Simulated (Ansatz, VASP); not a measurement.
One calculation of NaCl, two programs

```
Na Cl
1.0
     0.00000    2.80273    2.80273
     2.80273    0.00000    2.80273
     2.80273    2.80273    0.00000
Na Cl
1 1
Direct
  0.00000 0.00000 0.00000
  0.50000 0.50000 0.50000
```

Alike in both runs: task single point; functional HSE06; k mesh 6 × 6 × 6; no spin polarisation.

|  | VASP | Ansatz |
| --- | --- | --- |
| version | VASP 6.6.1 | Ansatz 0.2.0 |
| potentials or method | VASP PAW PBE potentials, release 64 (Na_pv, Cl) | plane waves, PAW |
| plane-wave cutoff (eV) | 400 | 420 |
| occupations | gaussian, width 0.01 eV | fixed |
| valence electrons in the cell | 14 | 16 |

VASP gave:

| Quantity | Value |
| --- | --- |
| gap on the k mesh at the Fermi level (eV) | 6.55 |
| pressure (GPa) | 0.5 |

Task: Which values does Ansatz return?

Result: gap on the k mesh at the Fermi level (eV): 6.56; pressure (GPa): 0.7.

VASP's potentials hold 14 valence electrons a cell and Ansatz's 16, so a difference there can come from the potentials and not from the codes. Ansatz's warnings: stress exchange threshold loose, stress scf threshold loose.
